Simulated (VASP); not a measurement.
Wanted: the native input for a VASP 6.6.1 run.

```
Task                   : single point
Functional             : PBE
Potentials or basis    : VASP PAW PBE potentials, release 64 (Pd, Br)
Cutoff                 : 520 eV
k mesh                 : 10 × 6 × 10
Occupations            : gaussian, width 0.1 eV
Spin                   : no spin polarisation
Dipole correction      : no
Further INCAR settings : ALGO = Normal; EDIFF = 1e-06; NBANDS = 36
```

The structure of Pd2Br lies in POSCAR:

```
Pd2Br
1.0
    3.8238768742      0.0000000000      0.0000000000
    0.0000000000      8.5910406174      0.0000000000
    0.0000000000      0.0000000000      3.6346680914
Pd Br
4 2
Direct
    0.2869322824      0.7854916468      0.5000000000
    0.7869322824      0.7145083532      0.0000000000
    0.7130677176      0.2145083532      0.5000000000
    0.2130677176      0.2854916468      0.0000000000
    0.5000000000      0.5000000000      0.5000000000
    0.0000000000      0.0000000000      0.0000000000
```

The input as run:

INCAR

```
SYSTEM = Pd2Br
  PREC = Accurate
  ENCUT = 520
  EDIFF = 1E-6
  ISMEAR = 0
  SIGMA = 0.1
  LREAL = .False.
  LASPH = .True.
  NELM = 80
  ALGO = Normal
  ISIF = 2
  LWAVE = .False.
  LCHARG = .False.
  GGA = PE
  NBANDS = 36
```

KPOINTS

```
Automatic mesh
0
Gamma
  10 6 10
  0 0 0
```

Potentials or basis: VASP PAW PBE potentials, release 64 (Pd, Br).

Command:

```bash
$ cat potpaw_PBE.64/Pd/POTCAR potpaw_PBE.64/Br/POTCAR > POTCAR
$ mpirun -np 1 vasp_std > vasp.out
```

Results of the run:

```json
{
 "Pressure": "0.0 GPa",
 "Largest force": "0.005 eV/Å",
 "Band gap on the k mesh": "zero (bands 27 and 28 overlap by 1.25 eV)"
}
```

Wall time 3.4 min on 1 thread of Intel(R) Xeon(R) 6975P-C (Granite Rapids) (shared host), peak memory 0.56 GiB.
